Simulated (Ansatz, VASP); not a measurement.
## Two plane-wave programs on MgS

```
Mg S
1.0
     0.00000    2.61712    2.57566
     2.61712    0.00000    2.57566
     2.61712    2.61712    0.00000
Mg S
1 1
Direct
  0.00000 0.00000 0.00000
  0.50000 0.50000 0.50000
```

Change from the starting cell: strained cell.

Alike in both runs: functional PBEsol; k mesh 6 × 6 × 6; occupations gaussian, width 0.02 eV; no spin polarisation.

Ansatz relaxed the structure, and its values are those at the end. VASP's run is a single point on that final structure, the one shown.

|  | VASP | Ansatz |
| --- | --- | --- |
| version | VASP 6.6.1 | Ansatz 0.2.0 |
| potentials or method | VASP PAW PBE potentials, release 64 (Mg, S), cutoff 600 eV | scalar-relativistic, plane waves, PAW |
| valence electrons in the cell | 8 | 16 |

VASP gave:

| Property | Result |
| --- | --- |
| gap on the k mesh at the Fermi level (eV) | 2.62 |
| least direct gap on the mesh (eV) | 3.55 |
| pressure (GPa) | -1.2 |

Question: What did Ansatz give for the same quantities?

Answer: gap on the k mesh at the Fermi level (eV): 2.62; least direct gap on the mesh (eV): 3.56; pressure (GPa): -1.0.

VASP's potentials were made for PBE, not for PBEsol, and Ansatz warns of the same on its side. VASP's potentials hold 8 valence electrons a cell and Ansatz's 16, so a difference there can come from the potentials and not from the codes. Ansatz's warnings: stress scf threshold loose.
